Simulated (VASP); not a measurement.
# Rb3Sr (I4/mmm) in VASP: single point with PBE

Aim: the single point of Rb3Sr with PBE.

Everything below comes from runs of VASP 6.6.1. Logs are shortened: lines on timing, memory, paths and dates and some standing lists are left out, and cuts for length are marked.

### Step 1. The cell of the first run

It takes space group I4/mmm (No. 139, tetragonal). The conventional cell has a = 6.623 Å, b = 6.623 Å, c = 14.480 Å, α = 90.00°, β = 90.00°, γ = 90.00°.

### Step 2. Single point, PBE (Ba replaced by Sr, lengths x 0.986, strained)

Input file INCAR:

```
SYSTEM = Rb3Sr
PREC     = Accurate       ! precision mode
ENCUT    = 520            ! plane-wave cutoff, eV
EDIFF    = 1E-6           ! SCF threshold, eV
ISMEAR   = 0              ! smearing method
SIGMA    = 0.1            ! smearing width, eV
LREAL    = .FALSE.        ! projectors in reciprocal space
LASPH    = .TRUE.         ! aspherical terms in the spheres
NELM     = 100            ! most SCF steps
ALGO     = Normal         ! electronic algorithm
ISIF     = 2              ! what is computed and relaxed
LWAVE    = .FALSE.        ! write WAVECAR
LCHARG   = .FALSE.        ! write CHGCAR
GGA      = PE             ! functional
NBANDS   = 26             ! bands
```

Input file KPOINTS:

```
regular mesh
0
G
  10 10 10
  0 0 0
```

Input file POSCAR:

```
Rb3Sr
1.0
   -3.3113889251      3.3113889251      7.2400109657
    3.3113889251     -3.3113889251      7.2400109657
    3.3113889251      3.3113889251     -7.2400109657
Rb Sr
3 1
Direct
    0.7500000000      0.2500000000      0.5000000000
    0.2500000000      0.7500000000      0.5000000000
    0.5000000000      0.5000000000      0.0000000000
    0.0000000000      0.0000000000      0.0000000000
```

Potentials or basis: VASP PAW PBE potentials, release 64 (Rb_sv, Sr_sv).

The run is started by

```sh
$ cat potpaw_PBE.64/Rb_sv/POTCAR potpaw_PBE.64/Sr_sv/POTCAR > POTCAR
$ mpirun -np 1 vasp_std > vasp.out
```

OUTCAR:

```text
SYSTEM = Rb3Sr
   PREC = Accurate
   ENCUT = 520
   EDIFF = 1E-6
   ISMEAR = 0
   LREAL = .FALSE.
   LASPH = .TRUE.
   NELM = 100
   ISIF = 2
   GGA = PE

 ion  position               nearest neighbor table
   1  0.750  0.250  0.500-   2 4.68   2 4.68   2 4.68   2 4.68   4 4.91   3 4.91   4 4.91   4 4.91
                             3 4.91   3 4.91   4 4.91   3 4.91
   2  0.250  0.750  0.500-   1 4.68   1 4.68   1 4.68   1 4.68   4 4.91   3 4.91   4 4.91   3 4.91
                             4 4.91   4 4.91   3 4.91   3 4.91
   3  0.500  0.500  0.000-   4 4.68   4 4.68   4 4.68   4 4.68   2 4.91   1 4.91   2 4.91   1 4.91
                             2 4.91   2 4.91   1 4.91   1 4.91
   4  0.000  0.000  0.000-   3 4.68   3 4.68   3 4.68   3 4.68   2 4.91   1 4.91   2 4.91   2 4.91
                             1 4.91   1 4.91   2 4.91   1 4.91

  LATTYP: Found a body centered tetragonal cell.
 ALAT       =     6.6227778502
 C/A-ratio  =     2.1863970465

  Lattice vectors:

 A1 = (  -3.3113889251,   3.3113889251,   7.2400109657)
 A2 = (   3.3113889251,  -3.3113889251,   7.2400109657)
 A3 = (   3.3113889251,   3.3113889251,  -7.2400109657)

Analysis of symmetry for initial positions (statically):
=====================================================================
 Subroutine PRICEL returns:
 Original cell was already a primitive cell.

 Routine SETGRP: Setting up the symmetry group for a
 body centered tetragonal supercell.

 Subroutine GETGRP returns: Found 16 space group operations
 (whereof 16 operations were pure point group operations)
 out of a pool of 16 trial point group operations.

The static configuration has the point symmetry D_4h.

Analysis of symmetry for dynamics (positions and initial velocities):
=====================================================================
 Subroutine PRICEL returns:
 Original cell was already a primitive cell.

 Routine SETGRP: Setting up the symmetry group for a
 body centered tetragonal supercell.

 Subroutine GETGRP returns: Found 16 space group operations
 (whereof 16 operations were pure point group operations)
 out of a pool of 16 trial point group operations.

The dynamic configuration has the point symmetry D_4h.

 Subroutine INISYM returns: Found 16 space group operations
 (whereof 16 operations are pure point group operations),
 and found     1 'primitive' translations

----------------------------------------------------------------------------------------

                                     Primitive cell

  volume of cell :     317.5555

  direct lattice vectors                    reciprocal lattice vectors
    -3.311388925  3.311388925  7.240010966     0.000000000  0.150994042  0.069060669
     3.311388925 -3.311388925  7.240010966     0.150994042  0.000000000  0.069060669
     3.311388925  3.311388925 -7.240010966     0.150994042  0.150994042  0.000000000

  length of vectors
     8.622549044  8.622549044  8.622549044     0.166037878  0.166037878  0.213537823

  position of ions in fractional coordinates (direct lattice)
     0.750000000  0.250000000  0.500000000
     0.250000000  0.750000000  0.500000000
     0.500000000  0.500000000  0.000000000
     0.000000000  0.000000000  0.000000000

  ion indices of the primitive-cell ions
   primitive index   ion index
                 1           1
                 2           2
                 3           3
                 4           4

----------------------------------------------------------------------------------------

 KPOINTS: regular mesh

Automatic generation of k-mesh.
 Grid dimensions read from file:
 generate k-points for:   10   10   10

 Generating k-lattice:

  Cartesian coordinates                     Fractional coordinates (reciprocal lattice)
     0.000000000  0.015099404  0.006906067     0.100000000  0.000000000 -0.000000000
     0.015099404  0.000000000  0.006906067     0.000000000  0.100000000 -0.000000000
     0.015099404  0.015099404  0.000000000     0.000000000  0.000000000  0.100000000

  Length of vectors
     0.016603788  0.016603788  0.021353782

  Shift w.r.t. Gamma in fractional coordinates (k-lattice)
     0.000000000  0.000000000  0.000000000

 Subroutine IBZKPT returns following result:
 ===========================================

 Found    102 irreducible k-points:

 Following reciprocal coordinates:
            Coordinates               Weight
  0.000000  0.000000  0.000000      1.000000
  0.100000  0.000000 -0.000000      8.000000
  0.200000  0.000000 -0.000000      8.000000
  0.300000  0.000000  0.000000      8.000000
  0.400000 -0.000000  0.000000      8.000000
  0.500000  0.000000  0.000000      4.000000
[... 16 lines left out ...]
  0.300000  0.300000  0.000000      8.000000
  0.400000  0.300000  0.000000     16.000000
 [... further k-points ...]
   k-points           NKPTS =    102   k-points in BZ     NKDIM =    102   number of bands    NBANDS=     26
   number of dos      NEDOS =    301   number of ions     NIONS =      4
   total plane-waves  NPLWV = 262144
   dimension x,y,z NGX =    64 NGY =   64 NGZ =   64
   dimension x,y,z NGXF=   128 NGYF=  128 NGZF=  128
   ions per type =               3   1
   NGX,Y,Z   is equivalent  to a cutoff of  12.34, 12.34, 12.34 a.u.
   NGXF,Y,Z  is equivalent  to a cutoff of  24.68, 24.68, 24.68 a.u.
 SYSTEM =  Rb3Sr
   PREC   = accura    normal or accurate (medium, high low for compatibility)
   ISTART =      0    job   : 0-new  1-cont  2-samecut
   ICHARG =      2    charge: 1-file 2-atom 10-const
   ISPIN  =      1    spin polarized calculation?
   LNONCOLLINEAR =      F non collinear calculations
   LSORBIT =      F    spin-orbit coupling
   LASPH  =      T    aspherical Exc in radial PAW
   ENCUT  =  520.0 eV  38.22 Ry    6.18 a.u.  16.03 16.03 16.03*2*pi/ulx,y,z
   NELM   =    100;   NELMIN=  2; NELMDL= -5     # of ELM steps
   EDIFF  = 0.1E-05   stopping-criterion for ELM
   LREAL  =      F    real-space projection
   EDIFFG = 0.1E-04   stopping-criterion for IOM
   NSW    =      0    number of steps for IOM
   IBRION =     -1    ionic relax: 0-MD 1-quasi-New 2-CG
   NFREE  =      0    steps in history (QN), initial steepest desc. (CG)
   ISIF   =      2    stress and relaxation
   ISYM   =      2    0-nonsym 1-usesym 2-fastsym
   POTIM  = 0.5000    time-step for ionic-motion
   TEBEG  =    0.0;   TEEND  =   0.0 temperature during run
   PSTRESS=    0.0 pullay stress
   NELECT =      37.0000    total number of electrons
   NUPDOWN=      -1.0000    fix difference up-down
   EMIN   =  10.00;   EMAX   =-10.00  energy-range for DOS
   EFERMI =   0.00;   METHOD = LEGACY
   ISMEAR =     0;   SIGMA  =   0.10  broadening in eV -4-tet -1-fermi 0-gaus
   EFERMI_NEDOS =   21; number of points for ismear=-14 and -15
   IALGO  =     38    algorithm
   IMIX   =      4    mixing-type and parameters
     AMIX     =   0.40;   BMIX     =  1.00
     AMIX_MAG =   1.60;   BMIX_MAG =  1.00
  volume/ion in A,a.u.               =      79.39       535.74
  Fermi-wavevector in a.u.,A,eV,Ry     =   0.799593  1.511011  8.698866  0.639349
  Thomas-Fermi vector in A             =   1.906726
   LORBIT       =      0    0 simple, 1 ext, 2 COOP (PROOUT), +10 PAW based schemes
   GGA     = PE    functional components
   LHFCALC =     F    Hartree Fock is set to
   AEXX    =    0.0000 exact exchange contribution
   IVDW    =     0    specifies the selected vdW correction
   LEPSILON=     F    determine dielectric tensor
   LRPA    =     F    only Hartree local field effects (RPA)
 non-spin polarized calculation
 Gauss-broadening in eV      SIGMA  =   0.10
  energy-cutoff  :      520.00
  volume of cell :      317.56
 maximum number of plane-waves:      8602
   NGX = 33   NGY = 33   NGZ = 33

 number of electron      37.0000000 magnetization

 Free energy of the ion-electron system (eV)
  ---------------------------------------------------
  ext. energy  EPLUGINS =         0.00000000
  ---------------------------------------------------
  free energy    TOTEN  =        -3.94490214 eV

  energy without entropy =       -3.92224297  energy(sigma->0) =       -3.93357255

 E-fermi :   0.3246     XC(G=0):  -5.9391

 val. band max:        0.3231932109   @ k =   0.1000   0.1000  -0.0000
 cond. band min:       0.3260621062   @ k =  -0.3000   0.3000   0.1000
 fundamental gap:      0.0028688952
 Fermi energy:         0.3246335012

 k-point     1 :       0.0000    0.0000    0.0000
  band No.  band energies     occupation
      1     -37.4175      2.00000
      2     -28.3181      2.00000
      3     -28.3106      2.00000
      4     -28.2592      2.00000
      5     -19.3542      2.00000
      6     -19.3542      2.00000
[... 18 lines left out ...]
     25       1.6943      0.00000
     26       1.6943      0.00000

 k-point     2 :       0.1000    0.0000   -0.0000
  band No.  band energies     occupation
      1     -37.4175      2.00000
      2     -28.3179      2.00000
      3     -28.3108      2.00000
      4     -28.2592      2.00000
      5     -19.3543      2.00000
      6     -19.3542      2.00000
[... 18 lines left out ...]
     25       1.7053      0.00000
     26       1.7544      0.00000

 k-point     3 :       0.2000    0.0000   -0.0000
  band No.  band energies     occupation
      1     -37.4175      2.00000
      2     -28.3173      2.00000
      3     -28.3113      2.00000
      4     -28.2592      2.00000
      5     -19.3543      2.00000
      6     -19.3542      2.00000
[... 572 lines left out ...]
 k-point    23 :       0.3000    0.3000    0.0000
  band No.  band energies     occupation
      1     -37.4175      2.00000
      2     -28.3155      2.00000
      3     -28.3130      2.00000
      4     -28.2593      2.00000
      5     -19.3545      2.00000
      6     -19.3544      2.00000
[... 18 lines left out ...]
     25       2.1396      0.00000
     26       2.2795      0.00000

 k-point    24 :       0.4000    0.3000    0.0000
  band No.  band energies     occupation
      1     -37.4175      2.00000
      2     -28.3149      2.00000
      3     -28.3136      2.00000
      4     -28.2593      2.00000
      5     -19.3545      2.00000
      6     -19.3544      2.00000
[... 18 lines left out ...]
     25       2.1334      0.00000
     26       2.2313      0.00000

 [... further k-points ...]

------------------------ aborting loop because EDIFF is reached ----------------------------------------

  FORCE on cell =-STRESS in cart. coord.  units (eV):
  Direction    XX          YY          ZZ          XY          YZ          ZX
  --------------------------------------------------------------------------------------
  -------------------------------------------------------------------------------------
  Total        0.1551974      0.1551974     -0.1390772      0.0000000     -0.0000000      0.0000000
  in kB        0.7830246      0.7830246     -0.7016924      0.0000000     -0.0000000      0.0000000
  external PRESSURE =       0.2881189 kB  Pullay stress =       0.0000000 kB

 VOLUME and BASIS-vectors are now :
 -----------------------------------------------------------------------------
  energy-cutoff  :      520.00
  volume of cell :      317.56
      direct lattice vectors                 reciprocal lattice vectors
    -3.311388925  3.311388925  7.240010966     0.000000000  0.150994042  0.069060669
     3.311388925 -3.311388925  7.240010966     0.150994042  0.000000000  0.069060669
     3.311388925  3.311388925 -7.240010966     0.150994042  0.150994042  0.000000000

 POSITION                                       TOTAL-FORCE (eV/Angst)
 -----------------------------------------------------------------------------------
      0.00000      3.31139      3.62001         0.000000     -0.000000     -0.000000
      3.31139      0.00000      3.62001        -0.000000      0.000000     -0.000000
      0.00000      0.00000      7.24001         0.000000     -0.000000      0.000000
      0.00000      0.00000      0.00000         0.000000     -0.000000      0.000000
 -----------------------------------------------------------------------------------
    total drift:                               -0.000000     -0.000000     -0.000000

  FREE ENERGIE OF THE ION-ELECTRON SYSTEM (eV)
  ---------------------------------------------------
  free  energy   TOTEN  =        -3.9449021380 eV

  energy  without entropy=       -3.9222429689  energy(sigma->0) =       -3.93357255
```

It took 12 min on 1 thread of AMD EPYC 9R45 (Zen 5), shared host; peak memory 1.1 GiB.

Results:

```yaml
Free_energy: -3.9449 eV
Pressure: 0.0 GPa
```

Stress tensor (GPa, compression positive):
```
 0.08  0.00  0.00
 0.00  0.08  0.00
 0.00  0.00 -0.07
```

Caveat: the cell differs from its parent crystal (Ba replaced by Sr, lengths x 0.986, strained).
